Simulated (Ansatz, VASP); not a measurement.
## Two plane-wave programs on MgO

```xyz
4
Lattice="3.3078 0.0000 0.0000 -1.6539 2.8646 0.0000 0.0000 0.0000 4.9829" Properties=species:S:1:pos:R:3 pbc="T T T"
Mg    0.0000    1.9098    0.0108
Mg    1.6539    0.9549    2.5022
O     0.0000    1.9098    2.0053
O     1.6539    0.9549    4.4968
```

Alike in both runs: task single point; functional r2SCAN; k mesh 12 × 12 × 4; no spin polarisation.

|  | VASP | Ansatz |
| --- | --- | --- |
| version | VASP 6.6.1 | Ansatz 0.2.0 |
| potentials or method | VASP PAW PBE potentials, release 64 (Mg, O), cutoff 520 eV | plane waves, PAW |
| occupations | gaussian, width 0.01 eV | fixed |
| valence electrons in the cell | 16 | 32 |

```csv
,VASP,Ansatz,Ansatz less VASP
pressure (GPa),-1.1,-0.6,+0.56
"traceless stress, the component that is largest in VASP (GPa)",0.27,0.21,-0.057
```

VASP's potentials were made for PBE, not for r2SCAN. VASP's potentials hold 16 valence electrons a cell and Ansatz's 32, so a difference there can come from the potentials and not from the codes.
